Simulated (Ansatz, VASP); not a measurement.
# In in VASP and in Ansatz

INCAR

```
  PREC = Accurate
  ENCUT = 520
  EDIFF = 1E-6
  ISMEAR = -1
  SIGMA = 0.05
  LREAL = F
  LASPH = T
  NELM = 80
  ALGO = Normal
  ISIF = 2
  LWAVE = F
  LCHARG = F
  NBANDS = 12
```

The input KPOINTS:

```
Automatic mesh
0
Gamma
  14 14 14
```

POSCAR

```
In
1.0
   -1.6369195191      1.6369195191      2.4903342523
    1.6369195191     -1.6369195191      2.4903342523
    1.6369195191      1.6369195191     -2.4903342523
In
1
Direct
    0.0000000000      0.0000000000      0.0000000000
```

Input for Ansatz:

```yaml
crystal:
  lattice:
    - [-1.6369195191, 1.6369195191, 2.4903342523]
    - [1.6369195191, -1.6369195191, 2.4903342523]
    - [1.6369195191, 1.6369195191, -2.4903342523]
  atoms:
    - { symbol: In, position: [0.0, 0.0, 0.0] }
kpoints:
  mp_grid: { grid: [14, 14, 14] }
  band_path:
    path:
      - [0.0, 0.0, 0.0]
      - [0.0, 0.0, 0.5]
      - [0.25, 0.25, 0.25]
      - [0.0, 0.5, 0.0]
      - [0.0, 0.0, 0.0]
      - [0.5, 0.5, -0.5]
      - [0.3580138334, 0.6419861666, -0.3580138334]
      - [-0.3580138334, 0.3580138334, 0.3580138334]
      - [0.0, 0.0, 0.0]
    npoints: 5
scf:
  occupations: { method: fermi_dirac, width: 0.05 }
hamiltonian:
  xc: lda
  pseudopotentials: { kind: all_electron, lapw: { basis_error: 0.0005 } }
output:
  forces: true
  stress: true
  eigenvalues: true
```

Change from the starting cell: volume scaled by 1.02.

Alike in both runs: task single point; functional LDA; k mesh 14 × 14 × 14; occupations fermi-dirac, width 0.05 eV; no spin polarisation.

```csv
,VASP,Ansatz
version,VASP 6.6.1,Ansatz 0.2.0
potentials or method,"VASP PAW LDA potentials, release 64 (In_d), cutoff 520 eV","all-electron LAPW, scalar-relativistic"
```

```tsv
	VASP	Ansatz	Ansatz less VASP
pressure (GPa)	-3.4	-3.3	+0.02
traceless stress, the component that is largest in VASP (GPa)	0.26	0.26	-0.002
```

LDA's correlation is that of Perdew and Zunger in VASP and of Perdew and Wang (1992) in Ansatz. Ansatz ran all-electron here, and VASP with PAW potentials.
